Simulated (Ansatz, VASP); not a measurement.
**MgS: VASP beside Ansatz**

Contents of INCAR:

```
  PREC = Accurate
  ENCUT = 600
  EDIFF = 1E-6
  ISMEAR = 0
  SIGMA = 0.05
  LREAL = F
  LASPH = T
  NELM = 120
  ALGO = Normal
  ISIF = 2
  LWAVE = F
  LCHARG = T
  GGA = PS
  LELF = T
  LVHAR = T
  NBANDS = 11
  GGA_COMPAT = F
```

File KPOINTS:

```
Automatic mesh
0
Gamma
  8 8 8
```

File POSCAR:

```
MgS
1.0
    0.0000000000      2.6016500000      2.3935180000
    2.6016500000      0.0000000000      2.3935180000
    2.6016500000      2.6016500000      0.0000000000
Mg S
1 1
Direct
    0.0000000000      0.0000000000      0.0000000000
    0.5000000000      0.5000000000      0.5000000000
```

Input for Ansatz:

```yaml
crystal:
  lattice:
    - [0.0, 2.60165, 2.393518]
    - [2.60165, 0.0, 2.393518]
    - [2.60165, 2.60165, 0.0]
  atoms:
    - { symbol: Mg, position: [0.0, 0.0, 0.0] }
    - { symbol: S, position: [0.5, 0.5, 0.5] }
basis:
  ecutwfc: 420
kpoints:
  mp_grid: { grid: [8, 8, 8] }
hamiltonian:
  xc: pbesol
scf:
  occupations: { method: gaussian, width: 0.05 }
output:
  forces: true
  stress: true
  eigenvalues: true
  write_density: true
  write_potential: true
  elf: true
  volumetric_format: npy
```

Change from the starting cell: strain +0.000 along x and y, -0.080 along z, atoms carried along.

Alike in both runs: task single point; functional PBEsol; k mesh 8 × 8 × 8; occupations gaussian, width 0.05 eV; no spin polarisation.

|  | VASP | Ansatz |
| --- | --- | --- |
| version | VASP 6.6.1 | Ansatz 0.2.0 |
| potentials or method | VASP PAW PBE potentials, release 64 (Mg, S), cutoff 600 eV | scalar-relativistic, plane waves, PAW |
| valence electrons in the cell | 8 | 16 |

|  | VASP | Ansatz | Ansatz less VASP |
| --- | --- | --- | --- |
| gap on the k mesh at the Fermi level (eV) | 2.52 | 2.51 | -0.010 |
| least direct gap on the mesh (eV) | 4.13 | 4.13 | -0.004 |
| pressure (GPa) | 7.7 | 7.9 | +0.14 |
| traceless stress, the component that is largest in VASP (GPa) | 10.11 | 10.08 | -0.023 |

VASP's potentials were made for PBE, not for PBEsol. VASP's potentials hold 8 valence electrons a cell and Ansatz's 16, so a difference there can come from the potentials and not from the codes.
